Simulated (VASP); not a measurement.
# ReF (P-6m2) in VASP: further runs, part 2 of 2

VASP 6.6.1. Earlier steps stand in the parts before.

## Step 3: Relaxation of cell and atoms, PBE, collinear spin

This run uses another cell than the first one, of 11.28 Å³/atom.

Input file INCAR:

```
PREC = Accurate ; ENCUT = 600
EDIFF = 1E-6 ; ISMEAR = 0
SIGMA = 0.1 ; LREAL = False
LASPH = True ; NELM = 150
ALGO = Normal ; ISIF = 3
LWAVE = False ; LCHARG = False
ISPIN = 2 ; MAGMOM = 0.12 0
LORBIT = 11 ; LMAXMIX = 4
GGA = PE ; IBRION = 2
NSW = 90 ; EDIFFG = -0.04
```

Input file KPOINTS:

```
Automatic mesh
0
Gamma
  6 6 6
```

Input file POSCAR:

```
ReF
1.0
    2.9888206243      0.0000000000      0.0000000000
   -1.4944103121      2.5883945880      0.0000000000
    0.0000000000      0.0000000000      2.9151419962
Re F
1 1
Direct
    0.0000000000      0.0000000000      0.0000000000
    0.6666666667      0.3333333333      0.5000000000
```

Potentials or basis: VASP PAW PBE potentials, release 64 (Re, F).

The run is started by

```
> cat potpaw_PBE.64/Re/POTCAR potpaw_PBE.64/F/POTCAR > POTCAR
> mpirun -np 1 vasp_std > vasp.out
```

OUTCAR:

```text
PREC = Accurate
   ENCUT = 600
   EDIFF = 1E-6
   ISMEAR = 0
   LREAL = False
   LASPH = True
   NELM = 150
   ISIF = 3
   ISPIN = 2
   LORBIT = 11
   GGA = PE
   IBRION = 2
   NSW = 90
   EDIFFG = -0.04

 ion  position               nearest neighbor table
   1  0.000  0.000  0.000-   2 2.26   2 2.26   2 2.26   2 2.26   2 2.26   2 2.26
   2  0.667  0.333  0.500-   1 2.26   1 2.26   1 2.26   1 2.26   1 2.26   1 2.26

  LATTYP: Found a hexagonal cell.
 ALAT       =     2.9888206243
 C/A-ratio  =     0.9753485949

  Lattice vectors:

 A1 = (   2.9888206243,   0.0000000000,   0.0000000000)
 A2 = (  -1.4944103121,   2.5883945880,   0.0000000000)
 A3 = (   0.0000000000,   0.0000000000,   2.9151419962)

Analysis of symmetry for initial positions (statically):
=====================================================================
 Subroutine PRICEL returns:
 Original cell was already a primitive cell.

 Routine SETGRP: Setting up the symmetry group for a
 hexagonal supercell.

 Subroutine GETGRP returns: Found 12 space group operations
 (whereof 12 operations were pure point group operations)
 out of a pool of 24 trial point group operations.

The static configuration has the point symmetry D_3h.

Analysis of symmetry for dynamics (positions and initial velocities):
=====================================================================
 Subroutine PRICEL returns:
 Original cell was already a primitive cell.

 Routine SETGRP: Setting up the symmetry group for a
 hexagonal supercell.

 Subroutine GETGRP returns: Found 12 space group operations
 (whereof 12 operations were pure point group operations)
 out of a pool of 24 trial point group operations.

The dynamic configuration has the point symmetry D_3h.

Analysis of structural, dynamic, and magnetic symmetry:
=====================================================================
 Subroutine PRICEL returns:
 Original cell was already a primitive cell.

 Routine SETGRP: Setting up the symmetry group for a
 hexagonal supercell.

 Subroutine GETGRP returns: Found 12 space group operations
 (whereof 12 operations were pure point group operations)
 out of a pool of 24 trial point group operations.

The overall configuration has the point symmetry D_3h.

 Subroutine INISYM returns: Found 12 space group operations
 (whereof 12 operations are pure point group operations),
 and found     1 'primitive' translations

----------------------------------------------------------------------------------------

                                     Primitive cell

  volume of cell :      22.5523

  direct lattice vectors                    reciprocal lattice vectors
     2.988820624  0.000000000  0.000000000     0.334580132  0.193169929  0.000000000
    -1.494410312  2.588394588  0.000000000     0.000000000  0.386339859  0.000000000
     0.000000000  0.000000000  2.915141996     0.000000000  0.000000000  0.343036463

  length of vectors
     2.988820624  2.988820624  2.915141996     0.386339859  0.386339859  0.343036463

  position of ions in fractional coordinates (direct lattice)
     0.000000000  0.000000000  0.000000000
     0.666666667  0.333333333  0.500000000

  ion indices of the primitive-cell ions
   primitive index   ion index
                 1           1
                 2           2

----------------------------------------------------------------------------------------
[... 86 lines left out ...]
   EFERMI_NEDOS =   21; number of points for ismear=-14 and -15
   IALGO  =     38    algorithm
   IMIX   =      4    mixing-type and parameters
     AMIX     =   0.40;   BMIX     =  1.00
     AMIX_MAG =   1.60;   BMIX_MAG =  1.00
  volume/ion in A,a.u.               =      11.28        76.10
  Fermi-wavevector in a.u.,A,eV,Ry     =   1.396543  2.639083 26.535864  1.950331
  Thomas-Fermi vector in A             =   2.519886
   LORBIT       =     11    0 simple, 1 ext, 2 COOP (PROOUT), +10 PAW based schemes
   GGA     = PE    functional components
   LHFCALC =     F    Hartree Fock is set to
   AEXX    =    0.0000 exact exchange contribution
   IVDW    =     0    specifies the selected vdW correction
   LEPSILON=     F    determine dielectric tensor
   LRPA    =     F    only Hartree local field effects (RPA)
 conjugate gradient relaxation of ions
 spin polarized calculation
 Gauss-broadening in eV      SIGMA  =   0.10
  energy-cutoff  :      600.00
  volume of cell :       22.55
 maximum number of plane-waves:       774
 NGX is ok and might be reduce to    24
   NGX = 11   NGY = 11   NGZ = 11

--------------------------------------- Ionic step        1  -------------------------------------------

 number of electron      14.0000000 magnetization       0.0005875

 number of electron      14.0000000 magnetization      -0.0037834

 Free energy of the ion-electron system (eV)
  ---------------------------------------------------
  ext. energy  EPLUGINS =         0.00000000
  ---------------------------------------------------
  free energy    TOTEN  =       -11.28208386 eV

  energy without entropy =      -11.26489131  energy(sigma->0) =      -11.27348758

------------------------ aborting loop because EDIFF is reached ----------------------------------------

  FORCE on cell =-STRESS in cart. coord.  units (eV):
  Direction    XX          YY          ZZ          XY          YZ          ZX
  --------------------------------------------------------------------------------------
  -------------------------------------------------------------------------------------
  Total        3.5824801      3.5824801      8.7197192      0.0000000      0.0000000      0.0000000
  in kB      254.5096892    254.5096892    619.4739283      0.0000000      0.0000000      0.0000000
  external PRESSURE =     376.1644356 kB  Pullay stress =       0.0000000 kB
[... 25 lines left out ...]
 number of electron      14.0000000 magnetization       0.0002664

 number of electron      14.0000000 magnetization      -0.0020755

 E-fermi :   3.5744     XC(G=0): -11.0435

 val. band max:        3.5673791237   @ k =   0.3333   0.0000   0.0000
 cond. band min:       3.6122650883   @ k =   0.3333   0.1667   0.0000
 fundamental gap:      0.0448859646
 Fermi energy:         3.5744013948

 spin component 1

 k-point     1 :       0.0000    0.0000    0.0000
  band No.  band energies     occupation
      1     -20.9170      1.00000
      2      -2.5202      1.00000
      3      -2.0325      1.00000
      4      -2.0325      1.00000
      5      -0.8831      1.00000
      6       1.4743      1.00000
      7       3.0317      1.00000
      8       3.0317      1.00000
      9       4.0518      0.00000
     10       4.0518      0.00000
     11      15.5361      0.00000
[... 729 lines left out ...]
  FREE ENERGIE OF THE ION-ELECTRON SYSTEM (eV)
  ---------------------------------------------------
  free  energy   TOTEN  =       -11.8076904626 eV

  energy  without entropy=      -11.7905841880  energy(sigma->0) =      -11.79913733

[... ionic steps 4 to 9 ...]

--------------------------------------- Ionic step       10  -------------------------------------------

 number of electron      13.9999998 magnetization      -0.0010988

------------------------ aborting loop because EDIFF is reached ----------------------------------------
[... 67 lines left out ...]
--------------------------------------- Ionic step       12  -------------------------------------------

 number of electron      13.9999998 magnetization      -0.0075462

 Free energy of the ion-electron system (eV)
  ---------------------------------------------------
  ext. energy  EPLUGINS =         0.00000000
  ---------------------------------------------------
  free energy    TOTEN  =       -13.45109566 eV

  energy without entropy =      -13.43287838  energy(sigma->0) =      -13.44198702

 E-fermi :   5.7792     XC(G=0): -12.3802

 val. band max:        5.7783530598   @ k =   0.3333   0.0000   0.1667
 cond. band min:       5.7932495245   @ k =   0.1667   0.0000   0.0000
 fundamental gap:      0.0148964647
 Fermi energy:         5.7792332525

 spin component 1

 k-point     1 :       0.0000    0.0000    0.0000
  band No.  band energies     occupation
      1     -19.1372      1.00000
      2      -1.3419      1.00000
      3      -1.2883      1.00000
      4       1.2938      1.00000
      5       1.2938      1.00000
      6       4.5662      1.00000
      7       4.7216      1.00000
      8       4.7216      1.00000
      9       7.7920      0.00000
     10       7.7920      0.00000
     11      14.0506      0.00000
[... 691 lines left out ...]
  FREE ENERGIE OF THE ION-ELECTRON SYSTEM (eV)
  ---------------------------------------------------
  free  energy   TOTEN  =       -13.4510956553 eV

  energy  without entropy=      -13.4328783850  energy(sigma->0) =      -13.44198702

 reached required accuracy - stopping structural energy minimisation

 total charge

# of ion       s       p       d       tot
------------------------------------------
    1        0.510   0.475   4.768   5.753
    2        1.787   4.248   0.000   6.035
--------------------------------------------------
tot          2.296   4.723   4.768  11.787

 magnetization (x)

# of ion       s       p       d       tot
------------------------------------------
    1       -0.000  -0.001  -0.008  -0.009
    2       -0.000  -0.000   0.000  -0.000
--------------------------------------------------
tot         -0.000  -0.001  -0.008  -0.009
```

Run time: 3.3 min. Hardware: 1 thread of Intel Xeon 8259CL, shared host; peak memory 0.17 GiB.

What came out:

```
Free energy                                           : -13.4511 eV
Relaxed volume                                        : 12.32 Å³/atom
Relaxed cell                                          : a = 2.660 Å, b = 2.660 Å, c = 4.023 Å, α = 90.00°, β = 90.00°, γ = 120.00°
Space group after relaxing (to 0.1 Å)                 : P-6m2 (No. 187)
Energy gained by relaxing                             : 1084.5 meV/atom
Ionic steps                                           : 12
Pressure after relaxing                               : 0.1 GPa
Band gap on the k mesh                                : zero (filled and empty bands overlap)
Net moment                                            : -0.01 μB per cell
Valence electrons inside the program's atomic spheres : Re 5.75; F 6.04
```

Stress tensor (GPa, compression positive):
```
 0.35  0.00  0.00
 0.00  0.35  0.00
 0.00  0.00 -0.39
```

Step by step:
```
step  energy change (eV)  largest force (eV/Å)  pressure (GPa)  volume (Å³)
   1              0.0000                0.0000           37.62        22.55
   2             -0.1156                0.0000          -25.16        32.22
   3             -0.5256                0.0000           -6.43        27.02
   4             -1.0499                0.0000           -9.74        26.76
   5             -1.9581                0.0000            2.69        24.58
   6             -2.0025                0.0000          -10.29        25.87
   7             -2.1487                0.0000           -7.17        25.41
   8             -2.1562                0.0000           -6.23        25.31
   9             -2.0754                0.0000           19.52        23.04
  10             -2.1690                0.0000           -0.16        24.68
  11             -2.1690                0.0000           -0.04        24.66
  12             -2.1690                0.0000            0.10        24.65
```

Final structure:
```xyz
2
Lattice="2.6600 0.0000 0.0000 -1.3300 2.3036 0.0000 0.0000 0.0000 4.0225" Properties=species:S:1:pos:R:3 pbc="T T T"
Re    0.0000    0.0000    0.0000
F     1.3300    0.7679    2.0113
```

Caveat: the k points lie up to 0.45 Å⁻¹ apart in the final cell, too coarse for converged energies and pressures of a metal; a cell axis changed by over 15 % at a fixed basis, so the end point is rough; spin-orbit coupling is left out, which moves the levels of the heavy elements.
